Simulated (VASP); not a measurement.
# HfSi3O8 in VASP: notebook

Runs on HfSi3O8. Level: PBE. Tasks: single point.

Everything below comes from runs of VASP 6.6.1. Logs are shortened: lines on timing, memory, paths and dates and some standing lists are left out, and cuts for length are marked.

**1. The cell of the first run**

The typed cell holds 12 atoms: a = 4.409 Å, b = 4.747 Å, c = 5.149 Å, α = 90.00°, β = 90.00°, γ = 94.37°.

**2. Single point, PBE**

Input file INCAR:

```
PREC = Accurate
ENCUT = 600
EDIFF = 1E-6
ISMEAR = -1
SIGMA = 0.02
LREAL = F
LASPH = T
NELM = 120
ALGO = Normal
ISIF = 2
LWAVE = F
LCHARG = F
GGA = PE
NBANDS = 47
GGA_COMPAT = F
```

Input file KPOINTS:

```
regular mesh
0
Gamma
  6 6 6
```

Input file POSCAR:

```
HfSi3O8
1.0
    4.4055051549     -0.1736581114     -0.0000687026
   -0.1746269424      4.7440940399     -0.0000750783
   -0.0000716498     -0.0000778647      5.1486436712
Hf Si O
1 3 8
Direct
    0.2499874753      0.2043174088      0.0446977212
    0.2500024765      0.7043303031      0.4118493135
    0.7500143453      0.2043261137      0.5865733905
    0.7499868386      0.7043304824      0.9016818325
    0.0124244341      0.3773582681      0.3810094138
    0.0127087600      0.8384407479      0.1481743339
    0.4973955565      0.5213360981      0.6457859204
    0.5694306830      1.0074135303      0.8526341396
    0.4875733537      1.0313031305      0.3810154549
    0.4872751314      0.5702137081      0.1481547169
    0.9305845577      0.4012719978      0.8526186949
    1.0026163881      0.8873582110      0.6458050680
```

Potentials or basis: VASP PAW PBE potentials, release 64 (Hf_pv, Si, O).

On the command line:

```
$ cat potpaw_PBE.64/Hf_pv/POTCAR potpaw_PBE.64/Si/POTCAR potpaw_PBE.64/O/POTCAR > POTCAR
$ mpirun -np 1 vasp_std > vasp.out
```

OUTCAR:

```text
PREC = Accurate
   ENCUT = 600
   EDIFF = 1E-6
   ISMEAR = -1
   LREAL = F
   LASPH = T
   NELM = 120
   ISIF = 2
   GGA = PE

 ion  position               nearest neighbor table
   1  0.250  0.204  0.045-   8 2.01  11 2.01   6 2.03  10 2.03   5 2.21   9 2.21  12 2.72   7 2.72
                             2 3.03   2 3.03   4 3.20   4 3.20   3 3.23   3 3.23   4 3.44   4 3.44
   2  0.250  0.704  0.412-   9 1.81   5 1.81   6 1.86  10 1.86   7 1.88  12 1.88   1 3.03   1 3.03

   3  0.750  0.204  0.587-   9 1.73   5 1.73  11 1.81   8 1.81  12 1.96   7 1.96   4 2.88   4 2.88
                             1 3.23   1 3.23
   4  0.750  0.704  0.902-   8 1.72  11 1.72  10 1.80   6 1.80   7 1.89  12 1.89   3 2.88   3 2.88
                             1 3.20   1 3.20   1 3.44   1 3.44
   5  0.012  0.377  0.381-   3 1.73   2 1.81   1 2.21
   6  0.013  0.838  0.148-   4 1.80   2 1.86   1 2.03
   7  0.497  0.521  0.646-   2 1.88   4 1.89   3 1.96   1 2.72
   8  0.569  0.007  0.853-   4 1.72   3 1.81   1 2.01
   9  0.488  0.031  0.381-   3 1.73   2 1.81   1 2.21
  10  0.487  0.570  0.148-   4 1.80   2 1.86   1 2.03
  11  0.931  0.401  0.853-   4 1.72   3 1.81   1 2.01
  12  0.003  0.887  0.646-   2 1.88   4 1.89   3 1.96   1 2.72

  LATTYP: Found a triclinic cell.
 ALAT       =     6.2280988308
 B/A-ratio  =     0.7079088839
 C/A-ratio  =     0.8266798283
 COS(alpha) =     0.0000288924
 COS(beta)  =     0.0000436376
 COS(gamma) =     0.6498894018

  Lattice vectors:

 A1 = (   4.2308782125,   4.5704359285,  -0.0001437809)
 A2 = (   4.4055051549,  -0.1736581114,  -0.0000687026)
 A3 = (   0.0000716498,   0.0000778647,  -5.1486436712)

Analysis of symmetry for initial positions (statically):
=====================================================================
 Subroutine PRICEL returns:
 Original cell was already a primitive cell.

 Routine SETGRP: Setting up the symmetry group for a
 triclinic supercell.

 Subroutine GETGRP returns: Found  1 space group operations
 (whereof  1 operations were pure point group operations)
 out of a pool of  2 trial point group operations.

The static configuration has the point symmetry C_1 .

Analysis of symmetry for dynamics (positions and initial velocities):
[... 137 lines left out ...]
   ISIF   =      2    stress and relaxation
   ISYM   =      2    0-nonsym 1-usesym 2-fastsym
   POTIM  = 0.5000    time-step for ionic-motion
   TEBEG  =    0.0;   TEEND  =   0.0 temperature during run
   PSTRESS=    0.0 pullay stress
   NELECT =      70.0000    total number of electrons
   NUPDOWN=      -1.0000    fix difference up-down
   EMIN   =  10.00;   EMAX   =-10.00  energy-range for DOS
   EFERMI =   0.00;   METHOD = LEGACY
   ISMEAR =    -1;   SIGMA  =   0.02  broadening in eV -4-tet -1-fermi 0-gaus
   EFERMI_NEDOS =   21; number of points for ismear=-14 and -15
   IALGO  =     38    algorithm
   IMIX   =      4    mixing-type and parameters
     AMIX     =   0.40;   BMIX     =  1.00
     AMIX_MAG =   1.60;   BMIX_MAG =  1.00
  volume/ion in A,a.u.               =       8.95        60.43
  Fermi-wavevector in a.u.,A,eV,Ry     =   1.419179  2.681859 27.403063  2.014068
  Thomas-Fermi vector in A             =   2.540227
   LORBIT       =      0    0 simple, 1 ext, 2 COOP (PROOUT), +10 PAW based schemes
   GGA     = PE    functional components
   LHFCALC =     F    Hartree Fock is set to
   AEXX    =    0.0000 exact exchange contribution
   IVDW    =     0    specifies the selected vdW correction
   LEPSILON=     F    determine dielectric tensor
   LRPA    =     F    only Hartree local field effects (RPA)
 non-spin polarized calculation
  energy-cutoff  :      600.00
  volume of cell :      107.45
 maximum number of plane-waves:      3616
   NGX = 17   NGY = 19   NGZ = 21

 number of electron      69.9999992 magnetization

 Free energy of the ion-electron system (eV)
  ---------------------------------------------------
  ext. energy  EPLUGINS =         0.00000000
  ---------------------------------------------------
  free energy    TOTEN  =       -98.39739805 eV

  energy without entropy =      -98.39739805  energy(sigma->0) =      -98.39739805

 E-fermi :   6.4028     XC(G=0): -11.8981

 val. band max:        5.8824283053   @ k =   0.0000   0.0000   0.0000
 cond. band min:      10.5918953578   @ k =   0.1667   0.5000  -0.0000
 fundamental gap:      4.7094670525
 Fermi energy:         6.4028499720

 k-point     1 :       0.0000    0.0000    0.0000
  band No.  band energies     occupation
      1     -23.6726      2.00000
      2     -23.6566      2.00000
      3     -23.6474      2.00000
      4     -14.8390      2.00000
      5     -12.4533      2.00000
      6     -12.2987      2.00000
[... 1189 lines left out ...]
     46      16.5301      0.00000
     47      17.4403      0.00000

 [... further k-points ...]

------------------------ aborting loop because EDIFF is reached ----------------------------------------

  FORCE on cell =-STRESS in cart. coord.  units (eV):
  Direction    XX          YY          ZZ          XY          YZ          ZX
  --------------------------------------------------------------------------------------
  -------------------------------------------------------------------------------------
  Total       -0.8531754     -0.8644847     -0.8085212      0.0755611      0.0004768      0.0005977
  in kB      -12.7214811    -12.8901109    -12.0556533      1.1266724      0.0071096      0.0089122
  external PRESSURE =     -12.5557484 kB  Pullay stress =       0.0000000 kB

 VOLUME and BASIS-vectors are now :
 -----------------------------------------------------------------------------
  energy-cutoff  :      600.00
  volume of cell :      107.45
      direct lattice vectors                 reciprocal lattice vectors
     4.405505155 -0.173658111 -0.000068703     0.227318557  0.008367445  0.000003290
    -0.174626942  4.744094040 -0.000075078     0.008321022  0.211094693  0.000003308
    -0.000071650 -0.000077865  5.148643671     0.000003155  0.000003190  0.194225910

 POSITION                                       TOTAL-FORCE (eV/Angst)
 -----------------------------------------------------------------------------------
      1.06564      0.92589      0.23010        -0.000020      0.000120      0.098766
      0.97836      3.29796      2.12040         0.000099     -0.000033     -0.014794
      3.26847      0.83905      3.01999        -0.000121      0.000051     -0.016508
      3.18101      3.21110      4.64233         0.000015     -0.000103      0.046303
     -0.01119      1.78804      1.96165         0.061491     -0.040168     -0.096012
     -0.09044      3.97542      0.76283         0.077083      0.132277     -0.054495
      2.10019      2.38684      3.32485        -0.006462     -0.012346      0.015895
      2.50727     -0.06378      4.38987        -0.124597      0.089970      0.077606
      2.14251      0.06380      1.96168        -0.061352      0.039856     -0.095976
      2.04711      2.62052      0.76272        -0.077163     -0.132292     -0.054424
      4.02956      1.74200      4.38974         0.124673     -0.090006      0.077704
     -0.14348      4.20921      3.32495         0.006354      0.012674      0.015932
 -----------------------------------------------------------------------------------
    total drift:                                0.000078     -0.000003      0.000370

  FREE ENERGIE OF THE ION-ELECTRON SYSTEM (eV)
  ---------------------------------------------------
  free  energy   TOTEN  =       -98.3973980502 eV

  energy  without entropy=      -98.3973980502  energy(sigma->0) =      -98.39739805
```

OSZICAR:

```text
N       E                     dE             d eps       ncg     rms          rms(c)
DAV:   1     0.413062423475E+03    0.41306E+03   -0.42859E+04 10528   0.164E+03
DAV:   2    -0.868091388614E+02   -0.49987E+03   -0.48640E+03 12646   0.363E+02
DAV:   3    -0.110613754660E+03   -0.23805E+02   -0.23689E+02 13352   0.771E+01
DAV:   4    -0.110843561311E+03   -0.22981E+00   -0.22946E+00 13000   0.836E+00
DAV:   5    -0.110846276048E+03   -0.27147E-02   -0.27141E-02 12883   0.850E-01    0.619E+01
DAV:   6    -0.983308047735E+02    0.12515E+02   -0.47027E+01 11955   0.332E+01    0.468E+01
DAV:   7    -0.983913429429E+02   -0.60538E-01   -0.21702E+00 12920   0.701E+00    0.299E+01
DAV:   8    -0.984169122598E+02   -0.25569E-01   -0.33197E-01 12467   0.362E+00    0.708E+00
DAV:   9    -0.983967119652E+02    0.20200E-01   -0.85352E-02 12091   0.178E+00    0.188E+00
DAV:  10    -0.983974434131E+02   -0.73145E-03   -0.69837E-03 13057   0.473E-01    0.408E-01
DAV:  11    -0.983972973139E+02    0.14610E-03   -0.68866E-04 13074   0.202E-01    0.347E-01
DAV:  12    -0.983973835221E+02   -0.86208E-04   -0.25513E-04 12051   0.836E-02    0.893E-02
DAV:  13    -0.983973989010E+02   -0.15379E-04   -0.25427E-05 12801   0.340E-02    0.430E-02
DAV:  14    -0.983973980502E+02    0.85074E-06   -0.29709E-06 10809   0.144E-02
   1 F= -.98397398E+02 E0= -.98397398E+02  d E =-.512786E-13
```

It took 7.4 min on 1 thread of Intel Xeon Platinum 8488C (Sapphire Rapids), shared host; peak memory 0.62 GiB.

Results:

| Item | Value |
| --- | --- |
| Free energy | -98.3974 eV |
| Pressure | -1.3 GPa |
| Largest force | 0.172 eV/Å |
| Band gap on the k mesh | 4.71 eV (least direct gap 4.72 eV) |

Forces in eV/Å, atoms in the order of the input:
```
Hf   0.000  0.000  0.099
Si   0.000  0.000 -0.015
Si   0.000  0.000 -0.017
Si   0.000  0.000  0.046
O    0.061 -0.040 -0.096
O    0.077  0.132 -0.054
O   -0.006 -0.012  0.016
O   -0.125  0.090  0.078
O   -0.061  0.040 -0.096
O   -0.077 -0.132 -0.054
O    0.125 -0.090  0.078
O    0.006  0.013  0.016
```

Caveat: spin-orbit coupling is left out, which moves the levels of the heavy elements. A k mesh can miss the band edges.

**3. Single point, PBE**

This run uses another cell than the first one, of 8.70 Å³/atom.

Input file INCAR:

```
SYSTEM = HfSi3O8
PREC     = Accurate       ! precision mode
ENCUT    = 600            ! plane-wave cutoff, eV
EDIFF    = 1E-6           ! SCF threshold, eV
ISMEAR   = -1             ! smearing method
SIGMA    = 0.02           ! smearing width, eV
LREAL    = .False.        ! projectors in reciprocal space
LASPH    = .True.         ! aspherical terms in the spheres
NELM     = 120            ! most SCF steps
ALGO     = Normal         ! electronic algorithm
ISIF     = 2              ! what is computed and relaxed
LWAVE    = .False.        ! write WAVECAR
LCHARG   = .False.        ! write CHGCAR
GGA      = PE             ! functional
NBANDS   = 47             ! bands
GGA_COMPAT= .False.
```

Input file KPOINTS:

```
regular mesh
0
Gamma
  6 6 6
  0 0 0
```

Input file POSCAR:

```
HfSi3O8
1.0
    4.3636755051     -0.1703455089     -0.0000385836
   -0.1711605093      4.6994748013     -0.0000441842
   -0.0000352726     -0.0000431421      5.0965161843
Hf Si O
1 3 8
Direct
    0.2499908746      0.2043232636      0.0441297518
    0.2500024618      0.7043313683      0.4120359316
    0.7500099196      0.2043273496      0.5864706288
    0.7499913668      0.7043310374      0.9025320942
    0.0119222711      0.3775601797      0.3812840923
    0.0123530172      0.8376731599      0.1482461191
    0.4965194840      0.5217447054      0.6454455697
    0.5702079966      1.0073513509      0.8524439307
    0.4880775497      1.0311027562      0.3812880206
    0.4876367390      0.5709849803      0.1482349311
    0.9298020989      0.4013285826      0.8524329653
    1.0034862210      0.8869412659      0.6454559649
```

Potentials or basis: VASP PAW PBE potentials, release 64 (Hf_pv, Si, O).

On the command line:

```
$ cat potpaw_PBE.64/Hf_pv/POTCAR potpaw_PBE.64/Si/POTCAR potpaw_PBE.64/O/POTCAR > POTCAR
$ mpirun -np 1 vasp_std > vasp.out
```

OUTCAR:

```text
SYSTEM = HfSi3O8
   PREC = Accurate
   ENCUT = 600
   EDIFF = 1E-6
   ISMEAR = -1
   LREAL = .False.
   LASPH = .True.
   NELM = 120
   ISIF = 2
   GGA = PE

 ion  position               nearest neighbor table
   1  0.250  0.204  0.044-   8 1.99  11 1.99   6 2.02  10 2.02   5 2.20   9 2.20  12 2.70   7 2.70
                             2 3.01   2 3.01   4 3.17   4 3.17   3 3.19   3 3.20   4 3.40   4 3.40
   2  0.250  0.704  0.412-   9 1.80   5 1.80   6 1.84  10 1.84   7 1.86  12 1.86   1 3.01   1 3.01

   3  0.750  0.204  0.586-   9 1.71   5 1.71  11 1.79   8 1.79  12 1.95   7 1.95   4 2.85   4 2.85
                             1 3.19   1 3.20
   4  0.750  0.704  0.903-  11 1.70   8 1.70  10 1.78   6 1.78   7 1.88  12 1.88   3 2.85   3 2.85
                             1 3.17   1 3.17   1 3.40   1 3.40
   5  0.012  0.378  0.381-   3 1.71   2 1.80   1 2.20
   6  0.012  0.838  0.148-   4 1.78   2 1.84   1 2.02
   7  0.497  0.522  0.645-   2 1.86   4 1.88   3 1.95   1 2.70
   8  0.570  0.007  0.852-   4 1.70   3 1.79   1 1.99
   9  0.488  0.031  0.381-   3 1.71   2 1.80   1 2.20
  10  0.488  0.571  0.148-   4 1.78   2 1.84   1 2.02
  11  0.930  0.401  0.852-   4 1.70   3 1.79   1 1.99
  12  0.003  0.887  0.645-   2 1.86   4 1.88   3 1.95   1 2.70

  LATTYP: Found a simple monoclinic cell.
 ALAT       =     6.6543134530
 B/A-ratio  =     0.7658966204
 C/A-ratio  =     1.5368629429
 COS(beta)  =    -0.9536513196

  Lattice vectors:

 A1 = (  -4.5348360144,   4.8698203102,  -0.0000056006)
 A2 = (  -0.0000352726,  -0.0000431421,   5.0965161843)
 A3 = (   8.8985115195,  -5.0401658191,  -0.0000329830)

Analysis of symmetry for initial positions (statically):
=====================================================================
 Subroutine PRICEL returns:
 Original cell was already a primitive cell.

 Routine SETGRP: Setting up the symmetry group for a
 simple monoclinic supercell.

 Subroutine GETGRP returns: Found  1 space group operations
 (whereof  1 operations were pure point group operations)
 out of a pool of  4 trial point group operations.

The static configuration has the point symmetry C_1 .
[... 164 lines left out ...]
 non-spin polarized calculation
  energy-cutoff  :      600.00
  volume of cell :      104.37
 maximum number of plane-waves:      3512
   NGX = 17   NGY = 19   NGZ = 21

 number of electron      69.9999998 magnetization

 Free energy of the ion-electron system (eV)
  ---------------------------------------------------
  ext. energy  EPLUGINS =         0.00000000
  ---------------------------------------------------
  free energy    TOTEN  =       -98.32878191 eV

  energy without entropy =      -98.32878191  energy(sigma->0) =      -98.32878191

 E-fermi :   6.6875     XC(G=0): -12.0496

 val. band max:        6.2154565433   @ k =   0.0000   0.0000   0.0000
 cond. band min:      11.0400881178   @ k =   0.1667   0.5000   0.0000
 fundamental gap:      4.8246315745
 Fermi energy:         6.6875355031

 k-point     1 :       0.0000    0.0000    0.0000
  band No.  band energies     occupation
      1     -23.2656      2.00000
      2     -23.2414      2.00000
      3     -23.2342      2.00000
      4     -14.7640      2.00000
      5     -12.2671      2.00000
      6     -12.0919      2.00000
[... 1189 lines left out ...]
     46      17.3456      0.00000
     47      17.8666      0.00000

 [... further k-points ...]

------------------------ aborting loop because EDIFF is reached ----------------------------------------

  FORCE on cell =-STRESS in cart. coord.  units (eV):
  Direction    XX          YY          ZZ          XY          YZ          ZX
  --------------------------------------------------------------------------------------
  -------------------------------------------------------------------------------------
  Total        4.5222548      4.8519279      4.4063969      0.0478312      0.0000335      0.0000985
  in kB       69.4237937     74.4847996     67.6451903      0.7342852      0.0005136      0.0015114
  external PRESSURE =      70.5179279 kB  Pullay stress =       0.0000000 kB

 VOLUME and BASIS-vectors are now :
 -----------------------------------------------------------------------------
  energy-cutoff  :      600.00
  volume of cell :      104.37
      direct lattice vectors                 reciprocal lattice vectors
     4.363675505 -0.170345509 -0.000038584     0.229490897  0.008358334  0.000001659
    -0.171160509  4.699474801 -0.000044184     0.008318535  0.213092707  0.000001861
    -0.000035273 -0.000043142  5.096516184     0.000001809  0.000001911  0.196212464

 POSITION                                       TOTAL-FORCE (eV/Angst)
 -----------------------------------------------------------------------------------
      1.05591      0.91763      0.22489         0.000015      0.000118      0.035726
      0.97036      3.26738      2.09991         0.000039     -0.000006      0.071060
      3.23781      0.83245      2.98892        -0.000115      0.000084     -0.047993
      3.15213      3.18219      4.59971        -0.000005      0.000016     -0.001080
     -0.01261      1.77229      1.94320         0.085153     -0.061331     -0.236325
     -0.08948      3.93451      0.75550         0.026110      0.135709      0.048385
      2.07733      2.36732      3.28948        -0.066957     -0.074019      0.036907
      2.48691     -0.06262      4.34447        -0.244735      0.118941      0.122070
      2.12448      0.06301      1.94322        -0.085102      0.060962     -0.236340
      2.03015      2.60026      0.75544        -0.026245     -0.135675      0.048430
      3.98863      1.72761      4.34438         0.244767     -0.118983      0.122288
     -0.13662      4.16754      3.28954         0.067075      0.074186      0.036871
 -----------------------------------------------------------------------------------
    total drift:                               -0.000080     -0.000041      0.000220

  FREE ENERGIE OF THE ION-ELECTRON SYSTEM (eV)
  ---------------------------------------------------
  free  energy   TOTEN  =       -98.3287819090 eV

  energy  without entropy=      -98.3287819090  energy(sigma->0) =      -98.32878191
```

It took 9.5 min on 1 thread of Intel Xeon Platinum 8488C (Sapphire Rapids), shared host; peak memory 0.61 GiB.

What came out:

* Free energy: -98.3288 eV
* Pressure: 7.1 GPa
* Largest force: 0.298 eV/Å
* Band gap on the k mesh: 4.82 eV (least direct gap 5.05 eV)

Forces on the atoms (eV/Å):
```
Hf   0.000  0.000  0.036
Si   0.000  0.000  0.071
Si   0.000  0.000 -0.048
Si   0.000  0.000 -0.001
O    0.085 -0.061 -0.236
O    0.026  0.136  0.048
O   -0.067 -0.074  0.037
O   -0.245  0.119  0.122
O   -0.085  0.061 -0.236
O   -0.026 -0.136  0.048
O    0.245 -0.119  0.122
O    0.067  0.074  0.037
```

Stress tensor (GPa, compression positive):
```
6.94 0.07 0.00
0.07 7.45 0.00
0.00 0.00 6.76
```

Caveat: the cell stands under pressure; spin-orbit coupling is left out, which moves the levels of the heavy elements.
